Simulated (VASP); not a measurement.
A run of VASP 6.6.1 is set up as follows.

INCAR

```
PREC     = Accurate       # precision mode
ENCUT    = 500            # plane-wave cutoff, eV
EDIFF    = 1E-6           # SCF threshold, eV
ISMEAR   = 0              # smearing method
SIGMA    = 0.1            # smearing width, eV
LREAL    = F              # projectors in reciprocal space
LASPH    = T              # aspherical terms in the spheres
NELM     = 120            # most SCF steps
ALGO     = Normal         # electronic algorithm
ISIF     = 2              # what is computed and relaxed
LWAVE    = F              # write WAVECAR
LCHARG   = F              # write CHGCAR
GGA      = PE             # functional
NBANDS   = 8              # bands
GGA_COMPAT= F
```

KPOINTS

```
regular mesh
0
Gamma
  8 8 8
```

POSCAR

```
Al
1.0
    0.0000000000      2.0213105221      2.0213105221
    2.0213105221      0.0000000000      2.0213105221
    2.0213105221      2.0213105221      0.0000000000
Al
1
Direct
    0.0000000000      0.0000000000      0.0000000000
```

Potentials or basis: VASP PAW PBE potentials, release 64 (Al).

The run is started by

```sh
$ cat potpaw_PBE.64/Al/POTCAR > POTCAR
$ mpirun -np 1 vasp_std > vasp.out
```

**Question.** What does it give for the pressure?

**Answer.** 0.0 GPa.
